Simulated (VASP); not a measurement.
# Ge in VASP: further runs

Aim: see how the results for Ge move with the level of theory and the settings. Levels: LDA, PBEsol, PBEsol+D3(BJ), PBEsol+D4, PBE+D3(BJ). Tasks: single point.

Everything below comes from runs of VASP 6.6.1. Logs are shortened: lines on timing, memory, paths and dates and some standing lists are left out, and cuts for length are marked.

### 1 The cell of the first run

The typed cell holds 2 atoms: a = 2.828 Å, b = 2.828 Å, c = 5.175 Å, α = 90.00°, β = 90.00°, γ = 120.01°.

### 2 Single point, LDA

File INCAR:

```
SYSTEM = Ge
ALGO     = Normal         ! electronic algorithm
EDIFF    = 1E-7           ! SCF threshold, eV
ENCUT    = 520            ! plane-wave cutoff, eV
GGA      = CA             ! functional
ISIF     = 2              ! what is computed and relaxed
ISMEAR   = -1             ! smearing method
LASPH    = .True.         ! aspherical terms in the spheres
LCHARG   = .False.        ! write CHGCAR
LREAL    = .False.        ! projectors in reciprocal space
LWAVE    = .False.        ! write WAVECAR
NBANDS   = 21             ! bands
NELM     = 80             ! most SCF steps
PREC     = Accurate       ! precision mode
SIGMA    = 0.05           ! smearing width, eV
```

File KPOINTS:

```
k-points
0
Gamma
  10 10 6
  0 0 0
```

File POSCAR:

```
Ge
1.0
    1.4137783334     -2.4492945290      0.0000000000
    1.4137783334      2.4492945290      0.0000000000
    0.0000000000      0.0000000000      5.1746646444
Ge
2
Direct
    0.5000605315      0.4999394685      0.2500000000
    0.4999394685      0.5000605315      0.7500000000
```

Potentials or basis: VASP PAW LDA potentials, release 64 (Ge_d).

Launch:

```console
$ cat potpaw_LDA.64/Ge_d/POTCAR > POTCAR
$ mpirun -np 1 vasp_std > vasp.out
```

OUTCAR:

```text
SYSTEM = Ge
   EDIFF = 1E-7
   ENCUT = 520
   GGA = CA
   ISIF = 2
   ISMEAR = -1
   LASPH = .True.
   LREAL = .False.
   NELM = 80
   PREC = Accurate

 ion  position               nearest neighbor table
   1  0.500  0.500  0.250-   2 2.59   2 2.59
   2  0.500  0.500  0.750-   1 2.59   1 2.59

  LATTYP: Found a base centered orthorhombic cell.
 ALAT       =     2.8275566668
 B/A-ratio  =     1.7324459366
 C/A-ratio  =     1.8300834445

  Lattice vectors:

 A1 = (   1.4137783334,  -2.4492945290,   0.0000000000)
 A2 = (   1.4137783334,   2.4492945290,   0.0000000000)
 A3 = (   0.0000000000,   0.0000000000,   5.1746646444)

Analysis of symmetry for initial positions (statically):
=====================================================================
 Subroutine PRICEL returns:
 Original cell was already a primitive cell.

 Routine SETGRP: Setting up the symmetry group for a
 base centered orthorhombic supercell.

 Subroutine GETGRP returns: Found  8 space group operations
 (whereof  4 operations were pure point group operations)
 out of a pool of  8 trial point group operations.

The static configuration has the point symmetry C_2h.
 The point group associated with its full space group is D_2h.

Analysis of symmetry for dynamics (positions and initial velocities):
=====================================================================
 Subroutine PRICEL returns:
 Original cell was already a primitive cell.

 Routine SETGRP: Setting up the symmetry group for a
 base centered orthorhombic supercell.

 Subroutine GETGRP returns: Found  8 space group operations
 (whereof  4 operations were pure point group operations)
 out of a pool of  8 trial point group operations.

The dynamic configuration has the point symmetry C_2h.
 The point group associated with its full space group is D_2h.

 Subroutine INISYM returns: Found  8 space group operations
 (whereof  4 operations are pure point group operations),
 and found     1 'primitive' translations

----------------------------------------------------------------------------------------

                                     Primitive cell

  volume of cell :      35.8372

  direct lattice vectors                    reciprocal lattice vectors
     1.413778333 -2.449294529  0.000000000     0.353662231 -0.204140414  0.000000000
     1.413778333  2.449294529  0.000000000     0.353662231  0.204140414  0.000000000
     0.000000000  0.000000000  5.174664644     0.000000000  0.000000000  0.193249238

  length of vectors
[... 75 lines left out ...]
   ICHARG =      2    charge: 1-file 2-atom 10-const
   ISPIN  =      1    spin polarized calculation?
   LNONCOLLINEAR =      F non collinear calculations
   LSORBIT =      F    spin-orbit coupling
   LASPH  =      T    aspherical Exc in radial PAW
   ENCUT  =  520.0 eV  38.22 Ry    6.18 a.u.   5.26  5.26  9.62*2*pi/ulx,y,z
   NELM   =     80;   NELMIN=  2; NELMDL= -5     # of ELM steps
   EDIFF  = 0.1E-06   stopping-criterion for ELM
   LREAL  =      F    real-space projection
   EDIFFG = 0.1E-05   stopping-criterion for IOM
   NSW    =      0    number of steps for IOM
   IBRION =     -1    ionic relax: 0-MD 1-quasi-New 2-CG
   NFREE  =      0    steps in history (QN), initial steepest desc. (CG)
   ISIF   =      2    stress and relaxation
   ISYM   =      2    0-nonsym 1-usesym 2-fastsym
   POTIM  = 0.5000    time-step for ionic-motion
   TEBEG  =    0.0;   TEEND  =   0.0 temperature during run
   PSTRESS=    0.0 pullay stress
   NELECT =      28.0000    total number of electrons
   NUPDOWN=      -1.0000    fix difference up-down
   EMIN   =  10.00;   EMAX   =-10.00  energy-range for DOS
   EFERMI =   0.00;   METHOD = LEGACY
   ISMEAR =    -1;   SIGMA  =   0.05  broadening in eV -4-tet -1-fermi 0-gaus
   EFERMI_NEDOS =   21; number of points for ismear=-14 and -15
   IALGO  =     38    algorithm
   IMIX   =      4    mixing-type and parameters
     AMIX     =   0.40;   BMIX     =  1.00
     AMIX_MAG =   1.60;   BMIX_MAG =  1.00
  volume/ion in A,a.u.               =      17.92       120.92
  Fermi-wavevector in a.u.,A,eV,Ry     =   1.507819  2.849366 30.933109  2.273519
  Thomas-Fermi vector in A             =   2.618355
   LORBIT       =      0    0 simple, 1 ext, 2 COOP (PROOUT), +10 PAW based schemes
   GGA     = CA    functional components
   LHFCALC =     F    Hartree Fock is set to
   AEXX    =    0.0000 exact exchange contribution
   IVDW    =     0    specifies the selected vdW correction
   LEPSILON=     F    determine dielectric tensor
   LRPA    =     F    only Hartree local field effects (RPA)
 non-spin polarized calculation
  energy-cutoff  :      520.00
  volume of cell :       35.84
 maximum number of plane-waves:       984
 NGX is ok and might be reduce to    24
   NGX = 11   NGY = 11   NGZ = 19

 number of electron      28.0000012 magnetization

 Free energy of the ion-electron system (eV)
  ---------------------------------------------------
  ext. energy  EPLUGINS =         0.00000000
  ---------------------------------------------------
  free energy    TOTEN  =        -9.98094453 eV

  energy without entropy =       -9.97598865  energy(sigma->0) =       -9.97846659

 E-fermi :   6.9415     XC(G=0): -11.7818

 val. band max:        6.9207958816   @ k =   0.3000  -0.0000   0.5000
 cond. band min:       7.0582977876   @ k =   0.5000   0.2000   0.3333
 fundamental gap:      0.1375019059
 Fermi energy:         6.9414708661

 k-point     1 :       0.0000    0.0000    0.0000
  band No.  band energies     occupation
      1     -17.9998      2.00000
      2     -17.8677      2.00000
      3     -17.8675      2.00000
      4     -17.8531      2.00000
      5     -17.8529      2.00000
      6     -17.7941      2.00000
[... 565 lines left out ...]
     20      19.1320      0.00000
     21      24.3671      0.00000

 [... further k-points ...]
[... 5 lines left out ...]
  --------------------------------------------------------------------------------------
  -------------------------------------------------------------------------------------
  Total        0.0095976      0.0066843      0.0171313      0.0000000     -0.0000000      0.0000000
  in kB        0.4290793      0.2988341      0.7658883      0.0000000     -0.0000000      0.0000000
  external PRESSURE =       0.4979339 kB  Pullay stress =       0.0000000 kB

 VOLUME and BASIS-vectors are now :
 -----------------------------------------------------------------------------
  energy-cutoff  :      520.00
  volume of cell :       35.84
      direct lattice vectors                 reciprocal lattice vectors
     1.413778333 -2.449294529  0.000000000     0.353662231 -0.204140414  0.000000000
     1.413778333  2.449294529  0.000000000     0.353662231  0.204140414  0.000000000
     0.000000000  0.000000000  5.174664644     0.000000000  0.000000000  0.193249238

 POSITION                                       TOTAL-FORCE (eV/Angst)
 -----------------------------------------------------------------------------------
      1.41378     -0.00030      1.29367         0.000000      0.000116      0.000000
      1.41378      0.00030      3.88100         0.000000     -0.000116     -0.000000
 -----------------------------------------------------------------------------------
    total drift:                               -0.000000     -0.000000     -0.000000

  FREE ENERGIE OF THE ION-ELECTRON SYSTEM (eV)
  ---------------------------------------------------
  free  energy   TOTEN  =        -9.9809445309 eV

  energy  without entropy=       -9.9759886528  energy(sigma->0) =       -9.97846659
```

OSZICAR:

```text
N       E                     dE             d eps       ncg     rms          rms(c)
DAV:   1     0.175237345421E+03    0.17524E+03   -0.14263E+04  5893   0.382E+03
DAV:   2     0.133568254709E+02   -0.16188E+03   -0.15659E+03  5243   0.580E+02
DAV:   3    -0.939118718279E+01   -0.22748E+02   -0.22518E+02  5967   0.132E+02
DAV:   4    -0.100169628854E+02   -0.62578E+00   -0.62527E+00  5824   0.253E+01
DAV:   5    -0.100259527300E+02   -0.89898E-02   -0.89896E-02  5936   0.328E+00    0.227E+00
DAV:   6    -0.999485121569E+01    0.31102E-01   -0.23240E-02  7045   0.250E+00    0.124E+00
DAV:   7    -0.998131307108E+01    0.13538E-01   -0.15834E-02  7098   0.173E+00    0.113E-01
DAV:   8    -0.998094925518E+01    0.36382E-03   -0.22130E-03  6545   0.800E-01    0.399E-02
DAV:   9    -0.998094493707E+01    0.43181E-05   -0.54431E-05  6161   0.783E-02    0.937E-03
DAV:  10    -0.998094454822E+01    0.38884E-06   -0.53191E-06  7107   0.342E-02    0.303E-03
DAV:  11    -0.998094453092E+01    0.17303E-07   -0.21104E-07  4858   0.481E-03
   1 F= -.99809445E+01 E0= -.99784666E+01  d E =-.495588E-02
```

stdout:

```text
POSCAR found type information on POSCAR Ge
 POSCAR found :  1 types and       2 ions
 scaLAPACK will be used
 LDA part: xc-table for (Slater(with rela. corr.)+CA(PZ))
 , standard interpolation
 POSCAR, INCAR and KPOINTS ok, starting setup
 FFT: planning ... GRIDC
 FFT: planning ... GRID_SOFT
 FFT: planning ... GRID
 WAVECAR not read
 entering main loop
```

It took 22 s on 1 thread of Intel Xeon 6975P-C (Granite Rapids), shared host; peak memory 0.19 GiB.

Results:

- Free energy: -9.9809 eV
- Pressure: 0.0 GPa
- Band gap on the k mesh: zero (band 14 reaches 14.53 eV, above the bottom of band 15 at 4.78 eV)

Levels at points of the mesh, in eV from the Fermi level:
| k point | band 12 | band 13 | band 14 | band 15 | band 16 | band 17 |
| --- | --- | --- | --- | --- | --- | --- |
| (0.00, 0.00, 0.00) | -9.24 | -6.24 | 7.59 | 8.25 | 8.25 | 10.96 |
| (0.50, 0.00, 0.00) | -5.92 | -3.66 | -2.39 | -2.16 | 3.42 | 4.00 |
| (0.50, 0.50, 0.00) | -5.92 | -3.66 | -2.39 | -2.16 | 3.42 | 4.00 |
| (0.00, 0.00, 0.50) | -12.27 | -0.40 | -0.40 | 9.54 | 9.54 | 9.54 |
| (0.50, 0.00, 0.50) | -7.15 | -4.62 | -4.62 | 4.10 | 4.10 | 5.27 |
| (0.50, 0.50, 0.50) | -7.15 | -4.62 | -4.62 | 4.10 | 4.10 | 5.28 |

### 3 Single point, PBEsol

This run uses another cell than the first one, of 18.36 Å³/atom, 1.024 times its volume.

File INCAR:

```
  PREC = Accurate
  ENCUT = 520
  EDIFF = 1E-6
  ISMEAR = -1
  SIGMA = 0.05
  LREAL = F
  LASPH = T
  NELM = 80
  ALGO = Normal
  ISIF = 2
  LWAVE = F
  LCHARG = T
  GGA = PS
  LELF = T
  LVHAR = T
  NBANDS = 21
```

File KPOINTS:

```
regular mesh
0
Gamma
  10 10 6
```

File POSCAR:

```
Ge
1.0
    1.4249106071     -2.4681483800      0.0000000000
    1.4249106071      2.4681483800      0.0000000000
    0.0000000000      0.0000000000      5.2191772870
Ge
2
Direct
    0.4998367387      0.5001632613      0.2500000000
    0.5001632613      0.4998367387      0.7500000000
```

Potentials or basis: VASP PAW PBE potentials, release 64 (Ge_d).

Launch:

```console
$ cat potpaw_PBE.64/Ge_d/POTCAR > POTCAR
$ mpirun -np 1 vasp_std > vasp.out
```

Wall time 22 s (1 thread of Intel Xeon 6975P-C (Granite Rapids), shared host); peak memory 0.2 GiB.

It converged, with:

| Property | Result |
| --- | --- |
| Free energy | -9.4935 eV |
| Pressure | -0.1 GPa |
| Band gap on the k mesh | zero (band 14 reaches 14.28 eV, above the bottom of band 15 at 4.70 eV) |

Stress tensor (GPa, compression positive):
```
-0.04  0.00  0.00
 0.00 -0.04  0.00
 0.00  0.00 -0.14
```

Levels at points of the mesh, in eV from the Fermi level:
| k point | band 11 | band 12 | band 13 | band 14 | band 15 | band 16 | band 17 | band 18 |
| --- | --- | --- | --- | --- | --- | --- | --- | --- |
| (0.00, 0.00, 0.00) | -13.44 | -9.14 | -6.14 | 7.47 | 8.17 | 8.17 | 10.75 | 11.45 |
| (0.50, 0.00, 0.00) | -8.39 | -5.81 | -3.67 | -2.34 | -2.11 | 3.34 | 3.97 | 7.27 |
| (0.50, 0.50, 0.00) | -8.39 | -5.81 | -3.67 | -2.34 | -2.11 | 3.34 | 3.97 | 7.27 |
| (0.00, 0.00, 0.50) | -12.10 | -12.10 | -0.41 | -0.41 | 9.43 | 9.43 | 9.44 | 9.44 |
| (0.50, 0.00, 0.50) | -7.07 | -7.07 | -4.54 | -4.54 | 4.02 | 4.02 | 5.22 | 5.22 |
| (0.50, 0.50, 0.50) | -7.07 | -7.07 | -4.54 | -4.54 | 4.02 | 4.02 | 5.23 | 5.23 |

Caveat: the PAW data sets were made with another functional, which shifts forces and pressure a little.

### 4 Single point, PBEsol+D3(BJ)

This run uses another cell than the first one, of 17.68 Å³/atom, 0.987 times its volume.

File INCAR:

```
PREC     = Accurate       # precision mode
ENCUT    = 520            # plane-wave cutoff, eV
EDIFF    = 1E-7           # SCF threshold, eV
ISMEAR   = -1             # smearing method
SIGMA    = 0.05           # smearing width, eV
LREAL    = False          # projectors in reciprocal space
LASPH    = True           # aspherical terms in the spheres
NELM     = 60             # most SCF steps
ALGO     = Normal         # electronic algorithm
ISIF     = 2              # what is computed and relaxed
LWAVE    = False          # write WAVECAR
LCHARG   = False          # write CHGCAR
GGA      = PS             # functional
IVDW     = 12             # dispersion correction
NBANDS   = 21             # bands
```

KPOINTS is that of step 3.

File POSCAR:

```
Ge
1.0
    1.4069823622     -2.4370455743      0.0000000000
    1.4069823622      2.4370455743      0.0000000000
    0.0000000000      0.0000000000      5.1571084800
Ge
2
Direct
    0.5000346016      0.4999653984      0.2500000000
    0.4999653984      0.5000346016      0.7500000000
```

Launch:

```console
$ cat potpaw_PBE.64/Ge_d/POTCAR > POTCAR
$ mpirun -np 1 vasp_std > vasp.out
```

Wall time 26 s (1 thread of Intel Xeon 6975P-C (Granite Rapids), shared host); peak memory 0.21 GiB.

Results (log left out):

* Free energy: -10.1775 eV
* Pressure: -0.1 GPa
* Band gap on the k mesh: zero (band 14 reaches 14.91 eV, above the bottom of band 15 at 5.03 eV)
* Dispersion energy per atom: -0.349 eV

Levels at points of the mesh, in eV from the Fermi level:
```tsv
k point	band 12	band 13	band 14	band 15	band 16	band 17
(0.00, 0.00, 0.00)	-9.28	-6.39	7.68	8.49	8.49	10.92
(0.50, 0.00, 0.00)	-6.06	-3.52	-2.46	-2.20	3.27	4.09
(0.50, 0.50, 0.00)	-6.06	-3.52	-2.46	-2.20	3.27	4.09
(0.00, 0.00, 0.50)	-12.39	-0.44	-0.44	9.81	9.81	9.81
(0.50, 0.00, 0.50)	-7.12	-4.74	-4.74	4.19	4.19	5.39
(0.50, 0.50, 0.50)	-7.13	-4.74	-4.74	4.19	4.19	5.39
```

Caveat: the PAW data sets were made with another functional, which shifts forces and pressure a little; pairwise dispersion overbinds metals, which lowers pressure and volume.

### 5 Single point, PBEsol+D4

File INCAR:

```
PREC = Accurate ; ENCUT = 520
EDIFF = 1E-6 ; ISMEAR = -1
SIGMA = 0.05 ; LREAL = False
LASPH = True ; NELM = 60
ALGO = Normal ; ISIF = 2
LWAVE = False ; LCHARG = False
GGA = PS ; IVDW = 13
NBANDS = 21
```

File KPOINTS:

```
Automatic mesh
0
Gamma
  10 10 6
```

File POSCAR:

```
Ge
1.0
    1.4136457592     -2.4484671256      0.0000000000
    1.4136457592      2.4484671256      0.0000000000
    0.0000000000      0.0000000000      5.1795505510
Ge
2
Direct
    0.4998337661      0.5001662339      0.2500000000
    0.5001662339      0.4998337661      0.7500000000
```

Launch:

```console
$ cat potpaw_PBE.64/Ge_d/POTCAR > POTCAR
$ mpirun -np 1 vasp_std > vasp.out
```

Wall time 24 s (1 thread of Intel Xeon 6975P-C (Granite Rapids), shared host); peak memory 0.2 GiB.

It converged, with:

```yaml
Free_energy: -9.9522 eV
Pressure: -0.1 GPa
Band_gap_on_the_k_mesh: zero (band 14 reaches 14.68 eV, above the bottom of band 15 at 4.91 eV)
Dispersion_energy_per_atom: -0.232 eV
```

Stress tensor (GPa, compression positive):
```
-0.05  0.00  0.00
 0.00 -0.05  0.00
 0.00  0.00 -0.13
```

Levels at points of the mesh, in eV from the Fermi level:
```
           k point  band 12  band 13  band 14  band 15  band 16  band 17
(0.00, 0.00, 0.00)    -9.23    -6.30     7.60     8.37     8.37    10.85
(0.50, 0.00, 0.00)    -5.97    -3.58    -2.42    -2.17     3.29     4.04
(0.50, 0.50, 0.00)    -5.97    -3.58    -2.42    -2.17     3.29     4.04
(0.00, 0.00, 0.50)   -12.28    -0.43    -0.43     9.67     9.67     9.67
(0.50, 0.00, 0.50)    -7.11    -4.67    -4.67     4.13     4.13     5.33
(0.50, 0.50, 0.50)    -7.11    -4.67    -4.67     4.13     4.13     5.33
```

Caveat: the PAW data sets were made with another functional, which shifts forces and pressure a little; pairwise dispersion overbinds metals, which lowers pressure and volume.

### 6 Single point, PBE+D3(BJ)

This run uses another cell than the first one, of 18.51 Å³/atom, 1.033 times its volume.

File INCAR:

```
PREC     = Accurate       # precision mode
ENCUT    = 520            # plane-wave cutoff, eV
EDIFF    = 1E-6           # SCF threshold, eV
ISMEAR   = -1             # smearing method
SIGMA    = 0.05           # smearing width, eV
LREAL    = F              # projectors in reciprocal space
LASPH    = T              # aspherical terms in the spheres
NELM     = 60             # most SCF steps
ALGO     = Normal         # electronic algorithm
ISIF     = 2              # what is computed and relaxed
LWAVE    = F              # write WAVECAR
LCHARG   = F              # write CHGCAR
GGA      = PE             # functional
IVDW     = 12             # dispersion correction
NBANDS   = 21             # bands
```

File KPOINTS:

```
regular mesh
0
Gamma
  10 10 6
```

File POSCAR:

```
Ge
1.0
    1.4288250551     -2.4748020349      0.0000000000
    1.4288250551      2.4748020349      0.0000000000
    0.0000000000      0.0000000000      5.2354612868
Ge
2
Direct
    0.4999587057      0.5000412943      0.2500000000
    0.5000412943      0.4999587057      0.7500000000
```

Potentials or basis: VASP PAW PBE potentials, release 64 (Ge_d).

Launch:

```console
$ cat potpaw_PBE.64/Ge_d/POTCAR > POTCAR
$ mpirun -np 1 vasp_std > vasp.out
```

Run time: 23 s. Hardware: 1 thread of Intel Xeon 6975P-C (Granite Rapids), shared host; peak memory 0.21 GiB.

The run converged. Its results:

```yaml
Free_energy: -9.2358 eV
Pressure: -0.1 GPa
Band_gap_on_the_k_mesh: zero (band 14 reaches 14.28 eV, above the bottom of band 15 at 4.77 eV)
Dispersion_energy_per_atom: -0.360 eV
```

Levels at points of the mesh, in eV from the Fermi level:
| k point | band 11 | band 12 | band 13 | band 14 | band 15 | band 16 | band 17 | band 18 |
| --- | --- | --- | --- | --- | --- | --- | --- | --- |
| (0.00, 0.00, 0.00) | -13.36 | -9.11 | -6.07 | 7.42 | 8.11 | 8.11 | 10.67 | 11.36 |
| (0.50, 0.00, 0.00) | -8.37 | -5.75 | -3.70 | -2.32 | -2.09 | 3.40 | 3.96 | 7.22 |
| (0.50, 0.50, 0.00) | -8.37 | -5.75 | -3.70 | -2.32 | -2.09 | 3.40 | 3.96 | 7.22 |
| (0.00, 0.00, 0.50) | -12.03 | -12.03 | -0.40 | -0.40 | 9.37 | 9.37 | 9.37 | 9.37 |
| (0.50, 0.00, 0.50) | -7.06 | -7.06 | -4.49 | -4.49 | 3.97 | 3.97 | 5.20 | 5.20 |
| (0.50, 0.50, 0.50) | -7.06 | -7.06 | -4.49 | -4.49 | 3.97 | 3.97 | 5.20 | 5.20 |

Caveat: pairwise dispersion overbinds metals, which lowers pressure and volume.

### 7 Overview

| level | potentials or basis | cell | gap on the mesh (eV) | pressure (GPa) |
| --- | --- | --- | --- | --- |
| LDA | VASP PAW LDA potentials, release 64 (Ge_d) | a = 2.828, b = 2.828, c = 5.175 Å, angles 90.0, 90.0, 120.0°, 2 atoms | none | 0.0 |
| PBEsol | VASP PAW PBE potentials, release 64 (Ge_d) | a = 2.850, b = 2.850, c = 5.219 Å, angles 90.0, 90.0, 120.0°, 2 atoms | none | -0.1 |
| PBEsol+D3(BJ) | VASP PAW PBE potentials, release 64 (Ge_d) | a = 2.814, b = 2.814, c = 5.157 Å, angles 90.0, 90.0, 120.0°, 2 atoms | none | -0.1 |
| PBEsol+D4 | VASP PAW PBE potentials, release 64 (Ge_d) | a = 2.827, b = 2.827, c = 5.180 Å, angles 90.0, 90.0, 120.0°, 2 atoms | none | -0.1 |
| PBE+D3(BJ) | VASP PAW PBE potentials, release 64 (Ge_d) | a = 2.858, b = 2.858, c = 5.235 Å, angles 90.0, 90.0, 120.0°, 2 atoms | none | -0.1 |

Alike in all rows: task single point; no spin polarisation; k mesh 10 × 10 × 6; cutoff (eV) 520; smearing fermi-dirac 0.05 eV.

Caveats: the PAW data sets were made with another functional, which shifts forces and pressure a little (some runs); pairwise dispersion overbinds metals, which lowers pressure and volume (some runs).

Absolute energies hang on the potentials; compare differences alone.
